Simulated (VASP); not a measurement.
The system is MgO2.

```
CELL_PARAMETERS angstrom
1.60476 0.92651 3.49398
-1.60476 0.92651 3.49398
0.00000 -1.85302 3.49398
ATOMIC_POSITIONS crystal
Mg 0.00000 0.00000 0.00000
O 0.42879 0.42879 0.42879
O 0.57121 0.57121 0.57121
```

```yaml
Program: VASP 6.6.1
Task: relaxation of cell and atoms
Functional: r2SCAN
Potentials_or_basis: VASP PAW PBE potentials, release 64 (Mg_sv, O)
Cutoff: 750 eV
k_mesh: 6 × 6 × 6
Occupations: gaussian, width 0.1 eV
Spin: no spin polarisation
```

At the start: pressure -5.2 GPa; volume 10.39 Å³/atom.

Question: How do energy, volume and symmetry change on relaxing?

Answer: Over 7 steps the energy falls by 6.8 meV/atom and the volume is 9.97 Å³/atom (-4.0 %); space group R-3m (No. 166, to 0.1 Å) before and after.

The path:
| step | energy change (eV) | largest force (eV/Å) | pressure (GPa) | volume (Å³) |
| --- | --- | --- | --- | --- |
| 1 | 0.0000 | 0.0326 | -5.21 | 31.17 |
| 2 | -0.0157 | 0.3369 | 1.88 | 29.67 |
| 3 | -0.0183 | 0.2312 | -0.18 | 30.07 |
| 4 | -0.0146 | 0.5306 | 0.28 | 29.74 |
| 5 | -0.0201 | 0.0530 | -0.05 | 29.95 |
| 6 | -0.0201 | 0.0609 | -0.05 | 29.95 |
| 7 | -0.0205 | 0.0250 | 0.02 | 29.92 |

Final structure:
```
Mg O
1.0
     1.57963    0.91200    3.46111
    -1.57963    0.91200    3.46111
     0.00000   -1.82400    3.46111
Mg O
1 2
Direct
  0.00000 0.00000 0.00000
  0.42870 0.42870 0.42870
  0.57130 0.57130 0.57130
```

Caveat: the PAW data sets were made with another functional, which shifts forces and pressure a little.
